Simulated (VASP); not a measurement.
Write the native input for VASP 6.6.1 that does the following.

```yaml
Task: single point
Functional: revPBE
Potentials_or_basis: VASP PAW PBE potentials, release 64 (Mg, B)
Cutoff: 520 eV
k_mesh: 10 × 10 × 8
Occupations: fermi-dirac, width 0.05 eV
Spin: no spin polarisation
Dipole_correction: no
Further_INCAR_settings: ALGO = Normal; EDIFF = 1e-06; NBANDS = 11
```

The structure of MgB2 lies in POSCAR:

```
MgB2
1.0
    3.0850000000      0.0000000000      0.0000000000
   -1.5425000000      2.6716883707      0.0000000000
    0.0000000000      0.0000000000      3.5230000000
Mg B
1 2
Direct
    0.0000000000      0.0000000000      0.0000000000
    0.6666666667      0.3333333333      0.5000000000
    0.3333333333      0.6666666667      0.5000000000
```

The input as run:

INCAR

```
SYSTEM = MgB2
PREC = Accurate
ENCUT = 520
EDIFF = 1E-6
ISMEAR = -1
SIGMA = 0.05
LREAL = .FALSE.
LASPH = .TRUE.
NELM = 100
ALGO = Normal
ISIF = 2
LWAVE = .FALSE.
LCHARG = .FALSE.
GGA = RE
NBANDS = 11
```

KPOINTS

```
regular mesh
0
G
  10 10 8
  0 0 0
```

Potentials or basis: VASP PAW PBE potentials, release 64 (Mg, B).

Run with:

```bash
$ cat potpaw_PBE.64/Mg/POTCAR potpaw_PBE.64/B/POTCAR > POTCAR
$ mpirun -np 1 vasp_std > vasp.out
```

Results of the run:

- Pressure: 1.4 GPa
- Band gap on the k mesh: zero (band 4 reaches 6.48 eV, above the bottom of band 5 at 4.02 eV)

Caveat: the PAW data sets were made with another functional, which shifts forces and pressure a little.

Run time: 13 s on 1 thread of Intel Xeon 6975P-C (shared host), peak memory 0.16 GiB.
